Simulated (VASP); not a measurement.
Ni, 1 atom in the cell. Symmetry: Fm-3m, No. 225, cubic system. The conventional cell has a = 3.518 Å, b = 3.518 Å, c = 3.518 Å, α = 90.00°, β = 90.00°, γ = 90.00°. Ni (site symmetry m-3m) has 12 Ni at 2.49 Å within 3.3 Å. 

* Program: VASP 6.6.1
* Task: single point
* Functional: PBE
* Potentials or basis: VASP PAW PBE potentials, release 64 (Ni)
* Cutoff: 520 eV
* k mesh: 24 × 24 × 24
* Occupations: gaussian, width 0.15 eV
* Spin: no spin polarisation
* Dipole correction: no
* Further INCAR settings: ALGO = Fast; EDIFF = 1e-06; NBANDS = 11

Potentials or basis: VASP PAW PBE potentials, release 64 (Ni).

Launch:

```bash
$ cat potpaw_PBE.64/Ni/POTCAR > POTCAR
$ mpirun -np 1 vasp_std > vasp.out
```

Hardware: 1 thread of AMD EPYC 9R45 96-Core Processor (Zen 5) (shared host).

**Question.** How long does it take, and how much memory?

**Answer.** Run time: 39 s on 1 thread of AMD EPYC 9R45 96-Core Processor (Zen 5), with other jobs on the host, peak memory 0.13 GiB. Counts: scf iterations 13, k points 413.
